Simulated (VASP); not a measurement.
Li27H2O: single point with PBE+D3(BJ)

The system is Li27H2O, a slab with vacuum.

```
Li O H
1.0
    10.47000    0.00000    0.00000
     0.00000   10.47000    0.00000
     0.00000    0.00000   14.49000
Li O H
27 1 2
Direct
  0.00000 0.00000 0.06901
  0.33333 0.00000 0.06901
  0.66667 0.00000 0.06901
  0.00000 0.33333 0.06901
  0.33333 0.33333 0.06901
  0.66667 0.33333 0.06901
  0.00000 0.66667 0.06901
  0.33333 0.66667 0.06901
  0.66667 0.66667 0.06901
  0.16666 0.19514 0.21013
  0.50851 0.16899 0.18161
  0.82483 0.16900 0.18161
  0.16665 0.50128 0.21475
  0.51060 0.50666 0.18221
  0.82275 0.50666 0.18222
  0.16668 0.80769 0.19640
  0.50837 0.82828 0.18155
  0.82497 0.82828 0.18156
  0.98340 0.99588 0.28951
  0.34993 0.99588 0.28951
  0.66667 0.99770 0.30239
  0.98425 0.34007 0.28749
  0.34906 0.34009 0.28745
  0.66666 0.33790 0.30202
  0.99211 0.67560 0.29881
  0.34124 0.67558 0.29880
  0.66665 0.66775 0.30589
  0.16666 0.34508 0.29596
  0.16668 0.66199 0.27765
  0.16669 0.34026 0.36324
```

| Quantity | Value |
| --- | --- |
| Program | VASP 6.6.1 |
| Task | single point |
| Functional | PBE |
| Dispersion | D3(BJ) |
| Potentials or basis | VASP PAW PBE potentials, release 64 (Li_sv, O, H) |
| Cutoff | 520 eV |
| k mesh | 3 × 3 × 1 |
| Occupations | gaussian, width 0.15 eV |
| Spin | no spin polarisation |

- Largest force: 0.221 eV/Å
- Band gap on the k mesh: zero (an odd number of electrons rules out a gap without spin polarisation)
- Dispersion energy per atom: -0.094 eV

Forces in eV/Å, atoms in the order of the input:
```
Li   0.081  0.005  0.205
Li  -0.081  0.005  0.206
Li   0.001 -0.024 -0.086
Li  -0.028  0.043 -0.023
Li   0.028  0.044 -0.024
Li   0.000  0.047 -0.109
Li  -0.012 -0.066 -0.002
Li   0.012 -0.067 -0.003
Li   0.000  0.014 -0.192
Li  -0.001  0.001 -0.004
Li   0.001 -0.001 -0.002
Li   0.001  0.000  0.002
Li  -0.001  0.000 -0.001
Li   0.000 -0.001 -0.003
Li   0.000  0.001 -0.004
Li  -0.001 -0.001  0.003
Li   0.000 -0.001 -0.002
Li  -0.001 -0.001  0.003
Li   0.003  0.003  0.005
Li  -0.001  0.001  0.002
Li   0.001 -0.002  0.003
Li  -0.010 -0.003 -0.004
Li   0.016 -0.002 -0.002
Li  -0.001  0.000  0.004
Li   0.002 -0.001  0.003
Li  -0.003 -0.001  0.004
Li  -0.003  0.000  0.005
O   -0.002  0.012 -0.114
H    0.000  0.001 -0.001
H    0.000 -0.006  0.129
```

Levels at points of the mesh, in eV from the Fermi level:
| k point | band 43 | band 44 | band 45 | band 46 | band 47 | band 48 |
| --- | --- | --- | --- | --- | --- | --- |
| (0.00, 0.00, 0.00) | -0.31 | -0.25 | -0.13 | 0.31 | 0.34 | 0.78 |

Run time: 11 min on 1 thread of AMD EPYC 9R45 (Zen 5) (shared host), peak memory 1.4 GiB.

Caveat: an odd number of electrons without spin polarisation forces a metal; a magnetic or distorted state may lie lower.
